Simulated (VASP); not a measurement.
# Nb (Im-3m) in VASP: notebook, part 2 of 3

VASP 6.6.1. Earlier steps stand in the parts before.

## 4. Single point, PBEsol

This run uses another cell than the first one, of 16.81 Å³/atom.

Contents of INCAR:

```
  PREC = Accurate
  ENCUT = 520
  EDIFF = 1E-6
  ISMEAR = 0
  SIGMA = 0.1
  LREAL = False
  LASPH = True
  NELM = 100
  ALGO = Normal
  ISIF = 2
  LWAVE = False
  LCHARG = True
  GGA = PS
  LELF = True
  LVHAR = True
  NBANDS = 12
```

Contents of KPOINTS:

```
Automatic mesh
0
Gamma
  18 18 18
```

Contents of POSCAR:

```
Nb
1.0
   -1.6137741792      1.6137741792      1.6137741792
    1.6137741792     -1.6137741792      1.6137741792
    1.6137741792      1.6137741792     -1.6137741792
Nb
1
Direct
    0.0000000000      0.0000000000      0.0000000000
```

Potentials or basis: VASP PAW PBE potentials, release 64 (Nb_sv).

Started as:

```console
cat potpaw_PBE.64/Nb_sv/POTCAR > POTCAR
mpirun -np 1 vasp_std > vasp.out
```

OUTCAR:

```text
PREC = Accurate
   ENCUT = 520
   EDIFF = 1E-6
   ISMEAR = 0
   LREAL = False
   LASPH = True
   NELM = 100
   ISIF = 2
   GGA = PS

 ion  position               nearest neighbor table
   1  0.000  0.000  0.000-

  LATTYP: Found a body centered cubic cell.
 ALAT       =     3.2275483584

  Lattice vectors:

 A1 = (  -1.6137741792,   1.6137741792,   1.6137741792)
 A2 = (   1.6137741792,  -1.6137741792,   1.6137741792)
 A3 = (   1.6137741792,   1.6137741792,  -1.6137741792)

Analysis of symmetry for initial positions (statically):
=====================================================================
 Subroutine PRICEL returns:
 Original cell was already a primitive cell.

 Routine SETGRP: Setting up the symmetry group for a
 body centered cubic supercell.

 Subroutine GETGRP returns: Found 48 space group operations
 (whereof 48 operations were pure point group operations)
 out of a pool of 48 trial point group operations.

The static configuration has the point symmetry O_h .

Analysis of symmetry for dynamics (positions and initial velocities):
=====================================================================
 Subroutine PRICEL returns:
 Original cell was already a primitive cell.

 Routine SETGRP: Setting up the symmetry group for a
 body centered cubic supercell.

 Subroutine GETGRP returns: Found 48 space group operations
 (whereof 48 operations were pure point group operations)
 out of a pool of 48 trial point group operations.

The dynamic configuration has the point symmetry O_h .

 Subroutine INISYM returns: Found 48 space group operations
 (whereof 48 operations are pure point group operations),
 and found     1 'primitive' translations

----------------------------------------------------------------------------------------

                                     Primitive cell

  volume of cell :      16.8108

  direct lattice vectors                    reciprocal lattice vectors
    -1.613774179  1.613774179  1.613774179     0.000000000  0.309832693  0.309832693
     1.613774179 -1.613774179  1.613774179     0.309832693  0.000000000  0.309832693
     1.613774179  1.613774179 -1.613774179     0.309832693  0.309832693  0.000000000

  length of vectors
     2.795138870  2.795138870  2.795138870     0.438169597  0.438169597  0.438169597

  position of ions in fractional coordinates (direct lattice)
     0.000000000  0.000000000  0.000000000

  ion indices of the primitive-cell ions
   primitive index   ion index
                 1           1

----------------------------------------------------------------------------------------

 KPOINTS: Automatic mesh

Automatic generation of k-mesh.
 Grid dimensions read from file:
 generate k-points for:   18   18   18

 Generating k-lattice:

  Cartesian coordinates                     Fractional coordinates (reciprocal lattice)
     0.000000000  0.017212927  0.017212927     0.055555556  0.000000000  0.000000000
     0.017212927  0.000000000  0.017212927     0.000000000  0.055555556  0.000000000
     0.017212927  0.017212927  0.000000000     0.000000000  0.000000000  0.055555556

  Length of vectors
     0.024342755  0.024342755  0.024342755

  Shift w.r.t. Gamma in fractional coordinates (k-lattice)
     0.000000000  0.000000000  0.000000000

 Subroutine IBZKPT returns following result:
 ===========================================

 Found    195 irreducible k-points:

 Following reciprocal coordinates:
            Coordinates               Weight
  0.000000  0.000000  0.000000      1.000000
  0.055556  0.000000  0.000000     12.000000
  0.111111  0.000000  0.000000     12.000000
  0.166667  0.000000  0.000000     12.000000
  0.222222  0.000000  0.000000     12.000000
  0.277778  0.000000  0.000000     12.000000
[... 16 lines left out ...]
  0.333333  0.111111  0.000000     48.000000
  0.388889  0.111111  0.000000     48.000000
 [... further k-points ...]
   k-points           NKPTS =    195   k-points in BZ     NKDIM =    195   number of bands    NBANDS=     12
   number of dos      NEDOS =    301   number of ions     NIONS =      1
   total plane-waves  NPLWV =  13824
   dimension x,y,z NGX =    24 NGY =   24 NGZ =   24
   dimension x,y,z NGXF=    48 NGYF=   48 NGZF=   48
   ions per type =               1
   NGX,Y,Z   is equivalent  to a cutoff of  14.27, 14.27, 14.27 a.u.
   NGXF,Y,Z  is equivalent  to a cutoff of  28.55, 28.55, 28.55 a.u.
 SYSTEM =  unknown system
   PREC   = accura    normal or accurate (medium, high low for compatibility)
   ISTART =      0    job   : 0-new  1-cont  2-samecut
   ICHARG =      2    charge: 1-file 2-atom 10-const
   ISPIN  =      1    spin polarized calculation?
   LNONCOLLINEAR =      F non collinear calculations
   LSORBIT =      F    spin-orbit coupling
   LASPH  =      T    aspherical Exc in radial PAW
   ENCUT  =  520.0 eV  38.22 Ry    6.18 a.u.   5.20  5.20  5.20*2*pi/ulx,y,z
   NELM   =    100;   NELMIN=  2; NELMDL= -5     # of ELM steps
   EDIFF  = 0.1E-05   stopping-criterion for ELM
   LREAL  =      F    real-space projection
   EDIFFG = 0.1E-04   stopping-criterion for IOM
   NSW    =      0    number of steps for IOM
   IBRION =     -1    ionic relax: 0-MD 1-quasi-New 2-CG
   NFREE  =      0    steps in history (QN), initial steepest desc. (CG)
   ISIF   =      2    stress and relaxation
   ISYM   =      2    0-nonsym 1-usesym 2-fastsym
   POTIM  = 0.5000    time-step for ionic-motion
   TEBEG  =    0.0;   TEEND  =   0.0 temperature during run
   PSTRESS=    0.0 pullay stress
   NELECT =      13.0000    total number of electrons
   NUPDOWN=      -1.0000    fix difference up-down
   EMIN   =  10.00;   EMAX   =-10.00  energy-range for DOS
   EFERMI =   0.00;   METHOD = LEGACY
   ISMEAR =     0;   SIGMA  =   0.10  broadening in eV -4-tet -1-fermi 0-gaus
   EFERMI_NEDOS =   21; number of points for ismear=-14 and -15
   IALGO  =     38    algorithm
   IMIX   =      4    mixing-type and parameters
     AMIX     =   0.40;   BMIX     =  1.00
     AMIX_MAG =   1.60;   BMIX_MAG =  1.00
  volume/ion in A,a.u.               =      16.81       113.44
  Fermi-wavevector in a.u.,A,eV,Ry     =   1.502657  2.839610 30.721656  2.257978
  Thomas-Fermi vector in A             =   2.613869
   LORBIT       =      0    0 simple, 1 ext, 2 COOP (PROOUT), +10 PAW based schemes
   GGA     = PS    functional components
   LHFCALC =     F    Hartree Fock is set to
   AEXX    =    0.0000 exact exchange contribution
   IVDW    =     0    specifies the selected vdW correction
   LEPSILON=     F    determine dielectric tensor
   LRPA    =     F    only Hartree local field effects (RPA)
 non-spin polarized calculation
 Gauss-broadening in eV      SIGMA  =   0.10
  energy-cutoff  :      520.00
  volume of cell :       16.81
 maximum number of plane-waves:       468
 NGX is ok and might be reduce to    24
   NGX = 11   NGY = 11   NGZ = 11

 number of electron      13.0000000 magnetization

 Free energy of the ion-electron system (eV)
  ---------------------------------------------------
  ext. energy  EPLUGINS =         0.00000000
  ---------------------------------------------------
  free energy    TOTEN  =       -10.93894384 eV

  energy without entropy =      -10.93151606  energy(sigma->0) =      -10.93522995

 E-fermi :  12.0339     XC(G=0): -12.9912

 val. band max:       12.0257652003   @ k =   0.2778   0.0000   0.0000
 cond. band min:      12.0348003648   @ k =  -0.1111   0.1667   0.0556
 fundamental gap:      0.0090351645
 Fermi energy:        12.0339338621

 k-point     1 :       0.0000    0.0000    0.0000
  band No.  band energies     occupation
      1     -42.1600      2.00000
      2     -17.3081      2.00000
      3     -17.3081      2.00000
      4     -17.3081      2.00000
      5       5.9475      2.00000
      6      12.3738      0.00000
      7      12.3738      0.00000
      8      12.3738      0.00000
      9      15.5202      0.00000
     10      15.5202      0.00000
     11      26.4286      0.00000
     12      26.4286      0.00000
[... 331 lines left out ...]
 k-point    24 :       0.3889    0.1111    0.0000
  band No.  band energies     occupation
      1     -41.8338      2.00000
      2     -18.8958      2.00000
      3     -17.8862      2.00000
      4     -17.4006      2.00000
      5       8.4282      2.00000
      6      10.3082      2.00000
      7      13.3625      0.00000
      8      15.4334      0.00000
      9      16.6486      0.00000
     10      19.4005      0.00000
     11      24.6182      0.00000
     12      25.2878      0.00000

 [... further k-points ...]

------------------------ aborting loop because EDIFF is reached ----------------------------------------

  FORCE on cell =-STRESS in cart. coord.  units (eV):
  Direction    XX          YY          ZZ          XY          YZ          ZX
  --------------------------------------------------------------------------------------
  -------------------------------------------------------------------------------------
  Total        0.8076210      0.8076210      0.8076210      0.0000000      0.0000000      0.0000000
  in kB       76.9714907     76.9714907     76.9714907      0.0000000      0.0000000      0.0000000
  external PRESSURE =      76.9714907 kB  Pullay stress =       0.0000000 kB

 VOLUME and BASIS-vectors are now :
 -----------------------------------------------------------------------------
  energy-cutoff  :      520.00
  volume of cell :       16.81
      direct lattice vectors                 reciprocal lattice vectors
    -1.613774179  1.613774179  1.613774179     0.000000000  0.309832693  0.309832693
     1.613774179 -1.613774179  1.613774179     0.309832693  0.000000000  0.309832693
     1.613774179  1.613774179 -1.613774179     0.309832693  0.309832693  0.000000000

 POSITION                                       TOTAL-FORCE (eV/Angst)
 -----------------------------------------------------------------------------------
      0.00000      0.00000      0.00000         0.000000     -0.000000      0.000000
 -----------------------------------------------------------------------------------
    total drift:                                0.000000      0.000000     -0.000000

  FREE ENERGIE OF THE ION-ELECTRON SYSTEM (eV)
  ---------------------------------------------------
  free  energy   TOTEN  =       -10.9389438415 eV

  energy  without entropy=      -10.9315160564  energy(sigma->0) =      -10.93522995
```

Wall time 14 s (1 thread of Intel Xeon 6975P-C (Granite Rapids), shared host); peak memory 0.17 GiB.

Results:

```
Free energy            : -10.9389 eV
Pressure               : 7.7 GPa
Band gap on the k mesh : zero (an odd number of electrons rules out a gap without spin polarisation)
```

Caveat: the cell stands under pressure; the PAW data sets were made with another functional, which shifts forces and pressure a little.

(Continued in part 3 of 3.)
